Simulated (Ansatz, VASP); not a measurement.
# TaN in VASP and in Ansatz

File INCAR:

```
PREC = Accurate ; ENCUT = 520
EDIFF = 1E-6 ; ISMEAR = 0
SIGMA = 0.15 ; LREAL = F
LASPH = T ; NELM = 100
ALGO = Normal ; ISIF = 2
LWAVE = F ; LCHARG = T
GGA = PE ; LELF = T
LVHAR = T ; NBANDS = 24
```

The input KPOINTS:

```
regular mesh
0
Gamma
  15 15 8
```

POSCAR

```
TaN
1.0
    3.0335756640      0.0000000000      0.0000000000
   -1.5167878320      2.6271535893      0.0000000000
    0.0000000000      0.0000000000      5.9142266377
Ta N
2 2
Direct
   -0.0514244632      0.0000000000      0.0000000000
    0.0514244632      0.0000000000      0.5000000000
    0.3333333333      0.6666666667      0.2500000000
    0.6666666667      0.3333333333      0.7500000000
```

Input for Ansatz:

```yaml
crystal:
  lattice:
    - [3.033575664, 0.0, 0.0]
    - [-1.516787832, 2.6271535893, 0.0]
    - [0.0, 0.0, 5.9142266377]
  atoms:
    - { symbol: Ta, position: [-0.0514244632, 0.0, 0.0] }
    - { symbol: Ta, position: [0.0514244632, 0.0, 0.5] }
    - { symbol: "N", position: [0.3333333333, 0.6666666667, 0.25] }
    - { symbol: "N", position: [0.6666666667, 0.3333333333, 0.75] }
basis:
  ecutwfc: 520.0
kpoints:
  mp_grid: { grid: [15, 15, 8] }
hamiltonian:
  xc: pbe
  pseudopotentials: { kind: paw, azcp: { folder: soft_1 } }
scf:
  occupations: { method: gaussian, width: 0.15 }
output:
  forces: true
  stress: true
  eigenvalues: true
```

Change from the starting cell: mode 4 frozen in at -0.150 Å, equal normal strain along x and y +0.0400.

Alike in both runs: task single point; functional PBE; k mesh 15 × 15 × 8; occupations gaussian, width 0.15 eV; no spin polarisation.

|  | VASP | Ansatz |
| --- | --- | --- |
| version | VASP 6.6.1 | Ansatz 0.2.0 |
| potentials or method | VASP PAW PBE potentials, release 64 (Ta_pv, N), cutoff 520 eV | scalar-relativistic, plane waves, PAW |
| valence electrons in the cell | 32 | 36 |

Ansatz gave:

* gap on the k mesh at the Fermi level (eV): none
* pressure (GPa): -17.6
* traceless stress, the component that is largest in VASP (GPa): 11.09
* rms of the force components (eV/Å): 0.604

**Question.** What did VASP give for the same quantities?

**Answer.** gap on the k mesh at the Fermi level (eV): none; pressure (GPa): -17.1; traceless stress, the component that is largest in VASP (GPa): 11.15; rms of the force components (eV/Å): 0.608.

Atom by atom the forces differ by 0.004 eV/Å (rms over components). A gap of «none» marks a metal or a gap that the smearing closes. With one functional, cell and mesh, what is left measures potentials, basis and numerics. VASP's potentials hold 32 valence electrons a cell and Ansatz's 36, so a difference there can come from the potentials and not from the codes.

Neither program's run includes spin-orbit coupling.
